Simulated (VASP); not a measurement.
Write the native input for VASP 6.6.1 that does the following.

- Task: relaxation of cell and atoms
- Functional: r2SCAN
- Potentials or basis: VASP PAW PBE potentials, release 64 (W_sv, Se)
- Cutoff: 600 eV
- k mesh: 12 × 12 × 12
- Occupations: gaussian, width 0.1 eV
- Spin: collinear spin
- Starting moments: [3.54, -0.26] μB
- Hubbard terms: W d U = 6.2 eV
- Dipole correction: no
- Further INCAR settings: ALGO = Normal; EDIFF = 1e-06; IBRION = 2; EDIFFG = -0.01; NSW = 100; ISIF = 3

Crystal: WSe.

```
CELL_PARAMETERS angstrom
0.00000 2.85478 2.85478
2.85478 0.00000 2.85478
2.85478 2.85478 0.00000
ATOMIC_POSITIONS crystal
W 0.00000 0.00000 0.00000
Se 0.50000 0.50000 0.50000
```

One way to write it, as run:

POSCAR

```
WSe
1.0
    0.0000000000      2.8547762118      2.8547762118
    2.8547762118      0.0000000000      2.8547762118
    2.8547762118      2.8547762118      0.0000000000
W Se
1 1
Direct
    0.0000000000      0.0000000000      0.0000000000
    0.5000000000      0.5000000000      0.5000000000
```

INCAR.step1

```
SYSTEM = WSe
PREC = Accurate ; ENCUT = 600
ISMEAR = 0 ; SIGMA = 0.1
LREAL = .False. ; LASPH = .True.
NELM = 150 ; ISPIN = 2
MAGMOM = 3.54 -0.26 ; LMAXMIX = 4
LDAU = .True. ; LDAUTYPE = 2
LDAUL = 2 -1 ; LDAUU = 6.2 0
LDAUJ = 0 0 ; GGA = PE
ALGO = Normal ; EDIFF = 1E-4
LWAVE = .True. ; LCHARG = .False.
```

INCAR.step2

```
SYSTEM = WSe
PREC = Accurate ; ENCUT = 600
EDIFF = 1E-6 ; ISMEAR = 0
SIGMA = 0.1 ; LREAL = .False.
LASPH = .True. ; NELM = 150
ALGO = Normal ; ISIF = 3
LWAVE = .False. ; LCHARG = .False.
ISPIN = 2 ; MAGMOM = 3.54 -0.26
LORBIT = 11 ; LMAXMIX = 4
LDAU = .True. ; LDAUTYPE = 2
LDAUL = 2 -1 ; LDAUU = 6.2 0
LDAUJ = 0 0 ; LDAUPRINT = 1
METAGGA = R2SCAN ; LMIXTAU = .True.
IBRION = 2 ; NSW = 100
EDIFFG = -0.01 ; ISTART = 1
```

KPOINTS

```
regular mesh
0
Gamma
  12 12 12
  0 0 0
```

Potentials or basis: VASP PAW PBE potentials, release 64 (W_sv, Se).

The run is started by

```bash
$ cat potpaw_PBE.64/W_sv/POTCAR potpaw_PBE.64/Se/POTCAR > POTCAR
$ cp INCAR.step1 INCAR
$ mpirun -np 1 vasp_std > vasp.out
$ cp INCAR.step2 INCAR
$ mpirun -np 1 vasp_std > vasp.out
```

Results of the run:

```
Relaxed volume                                        : 22.66 Å³/atom
Relaxed cell                                          : a = 4.002 Å, b = 4.002 Å, c = 4.002 Å, α = 60.00°, β = 60.00°, γ = 60.00°
Space group after relaxing (to 0.1 Å)                 : Fm-3m (No. 225)
Energy gained by relaxing                             : 3.6 meV/atom
Ionic steps                                           : 3
Pressure after relaxing                               : 0.0 GPa
Band gap on the k mesh                                : zero (filled and empty bands overlap)
Net moment                                            : 3.96 μB per cell
Site moments                                          : W +3.27; Se -0.07 μB
Valence electrons inside the program's atomic spheres : W 11.77; Se 3.92
```

Caveat: the PAW data sets were made with another functional, which shifts forces and pressure a little; spin-orbit coupling is left out, which moves the levels of the heavy elements.

Wall time 28 min on 1 thread of Oxide Virtual Turin-like Processor, on a shared host, peak memory 0.28 GiB.
